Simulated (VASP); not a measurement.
## CuPt6: single point with PBE

Crystal: CuPt6.

```
Cu Pt
1.0
     0.00000    3.87047    3.87047
     3.87047    0.00000    3.87047
     3.87047    3.87047    0.00000
Cu Pt
1 6
Direct
  0.00000 0.00000 0.00000
  0.32270 0.67730 0.67730
  0.67730 0.32270 0.32270
  0.67730 0.32270 0.67730
  0.32270 0.67730 0.32270
  0.67730 0.67730 0.32270
  0.32270 0.32270 0.67730
```

| Item | Value |
| --- | --- |
| Program | VASP 6.6.1 |
| Task | single point |
| Functional | PBE |
| Potentials or basis | VASP PAW PBE potentials, release 64 (Cu_sv_GW, Pt_sv_GW) |
| Cutoff | 700 eV |
| k mesh | 4 × 4 × 4 |
| Occupations | gaussian, width 0.1 eV |
| Spin | no spin polarisation |

- Pressure: 319.2 GPa
- Largest force: 84.087 eV/Å

Forces in eV/Å, atoms in the order of the input:
```
Cu    0.000   0.000   0.000
Pt   84.087   0.000   0.000
Pt  -84.087   0.000   0.000
Pt    0.000  84.087   0.000
Pt    0.000 -84.087   0.000
Pt    0.000   0.000  84.087
Pt    0.000   0.000 -84.087
```

Levels at points of the mesh, in eV from the Fermi level:
```tsv
k point	band 59	band 60	band 61	band 62	band 63	band 64	band 65	band 66	band 67	band 68
(0.00, 0.00, 0.00)	-1.24	-0.50	-0.50	0.69	0.69	0.69	0.89	0.89	0.89	1.81
(0.50, 0.00, 0.00)	-1.97	-1.97	-1.12	-0.53	-0.53	0.19	0.99	1.74	1.89	1.89
(0.50, 0.50, 0.00)	-2.48	-2.18	-0.50	-0.21	-0.21	0.10	0.10	0.28	0.87	1.34
```

It took 2.9 min on 1 thread of Intel(R) Xeon(R) 6975P-C (Granite Rapids), with other jobs on the host, peak memory 0.36 GiB.

Caveat: spin-orbit coupling is left out, which moves the levels of the heavy elements; forces of over 1 eV/Å act on the atoms, so gaps and moduli don't describe the material at rest.
